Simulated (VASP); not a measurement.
## WS2: single point with LDA

WS2:

```
W S
1.0
     1.57372    0.90859    6.14272
    -1.57372    0.90859    6.14272
     0.00000   -1.81717    6.14272
W S
1 2
Direct
  0.00000 0.00000 0.00000
  0.75030 0.75030 0.75030
  0.58100 0.58100 0.58100
```

* Program: VASP 6.6.1
* Task: single point
* Functional: LDA
* Potentials or basis: VASP PAW LDA potentials, release 64 (W_sv, S)
* Cutoff: 520 eV
* k mesh: 13 × 13 × 13
* Occupations: fermi-dirac, width 0.08 eV
* Spin: no spin polarisation

The pressure is -1.6 GPa, the largest force is 0.601 eV/Å and the band gap on the k mesh is 0.99 eV (least direct gap 2.13 eV).

Forces in eV/Å, atoms in the order of the input:
```
W    0.000  0.000 -0.601
S    0.000  0.000  0.252
S    0.000  0.000  0.349
```

Stress tensor (GPa, compression positive):
```
-1.82  0.00  0.00
 0.00 -1.82  0.00
 0.00  0.00 -1.18
```

Levels at points of the mesh, in eV from the valence-band top:
```tsv
k point	band 10	band 11	band 12	band 13	band 14	band 15	band 16	band 17
(0.00, 0.00, 0.00)	-2.32	-2.32	-1.55	-1.27	2.19	2.19	2.57	2.57
```

Wall time 5.9 min on 1 thread of Intel(R) Xeon(R) 6975P-C (Granite Rapids) (shared host), peak memory 0.41 GiB.

Caveat: spin-orbit coupling is left out, which moves the levels of the heavy elements. A k mesh can miss the band edges.
